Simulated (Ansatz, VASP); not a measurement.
One calculation of GaN, two programs

```
Ga N
1.0
     0.00000    2.24894    2.24894
     2.24894    0.00000    2.24894
     2.24894    2.24894    0.00000
Ga N
1 1
Direct
  0.00000 0.00000 0.00000
  0.73075 0.75642 0.75642
```

Change from the starting cell: all N atoms moved +0.050 Å, as atom 2 towards its neighbour atom 1 (Ga) at 1.948 Å.

Alike in both runs: task single point; functional r2SCAN; k mesh 10 × 10 × 10; occupations gaussian, width 0.05 eV; no spin polarisation.

|  | VASP | Ansatz |
| --- | --- | --- |
| version | VASP 6.6.1 | Ansatz 0.2.0 |
| potentials or method | VASP PAW PBE potentials, release 64 (Ga_d, N_h), cutoff 1460 eV | scalar-relativistic, plane waves, PAW |
| valence electrons in the cell | 18 | 18 |

|  | VASP | Ansatz | Ansatz less VASP |
| --- | --- | --- | --- |
| gap on the k mesh at the Fermi level (eV) | 2.10 | 2.11 | +0.008 |
| least direct gap on the mesh (eV) | 2.10 | 2.11 | +0.008 |
| pressure (GPa) | 1.4 | 0.3 | -1.12 |
| traceless stress, the component that is largest in VASP (GPa) | -2.03 | -1.96 | +0.070 |
| rms of the force components (eV/Å) | 0.425 | 0.419 | -0.0064 |

VASP's potentials were made for PBE, not for r2SCAN. Atom by atom the forces differ by 0.006 eV/Å (rms over components). With one functional, cell and mesh, what is left measures potentials, basis and numerics.
